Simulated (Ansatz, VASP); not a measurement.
Given: the input of a run of Ansatz 0.2.0 on TePb.

input.yaml

```yaml
crystal:
  lattice:
    - [0.0, 3.231, 3.231]
    - [3.231, 0.0, 3.231]
    - [3.231, 3.231, 0.0]
  atoms:
    - { symbol: Pb, position: [0.0, 0.0, 0.0] }
    - { symbol: Te, position: [0.5, 0.5, 0.5] }
hamiltonian:
  xc: pbe
  pseudopotentials: { kind: paw }
  dispersion: d3bj
kpoints:
  mp_grid: { grid: [7, 7, 7] }
scf:
  occupations: { method: fermi_dirac, width: 0.05 }
output:
  forces: true
  stress: true
  eigenvalues: true
```

Potentials or basis: Ansatz PAW.

Launch:

```sh
$ ansatz run input.yaml --threads 2 --pin off --max-ram 5120MiB --backend cpu --events-out ev --progress --plain --runs-dir out
```

Question: Set up the same calculation for VASP 6.6.1. Potentials there: VASP PAW PBE potentials, release 64 (Pb_d, Te).

Answer: As run (the cutoff follows the program's own potentials):

The input INCAR:

```
PREC     = Accurate       # precision mode
ENCUT    = 520            # plane-wave cutoff, eV
EDIFF    = 1E-6           # SCF threshold, eV
ISMEAR   = -1             # smearing method
SIGMA    = 0.05           # smearing width, eV
LREAL    = F              # projectors in reciprocal space
LASPH    = T              # aspherical terms in the spheres
NELM     = 100            # most SCF steps
ALGO     = Normal         # electronic algorithm
ISIF     = 2              # what is computed and relaxed
LWAVE    = F              # write WAVECAR
LCHARG   = F              # write CHGCAR
GGA      = PE             # functional
IVDW     = 12             # dispersion correction
NBANDS   = 17             # bands
```

KPOINTS

```
Automatic mesh
0
Gamma
  7 7 7
```

The input POSCAR:

```
TePb
1.0
    0.0000000000      3.2310000000      3.2310000000
    3.2310000000      0.0000000000      3.2310000000
    3.2310000000      3.2310000000      0.0000000000
Pb Te
1 1
Direct
    0.0000000000      0.0000000000      0.0000000000
    0.5000000000      0.5000000000      0.5000000000
```

Potentials or basis: VASP PAW PBE potentials, release 64 (Pb_d, Te).

Run with:

```bash
$ cat potpaw_PBE.64/Pb_d/POTCAR potpaw_PBE.64/Te/POTCAR > POTCAR
$ mpirun -np 1 vasp_std > vasp.out
```

Both were run:

|  | VASP | Ansatz | Ansatz less VASP |
| --- | --- | --- | --- |
| pressure (GPa) | 0.1 | 0.1 | +0.06 |

VASP's potentials hold 20 valence electrons a cell and Ansatz's 30, so a difference there can come from the potentials and not from the codes.

Neither program's run includes spin-orbit coupling.
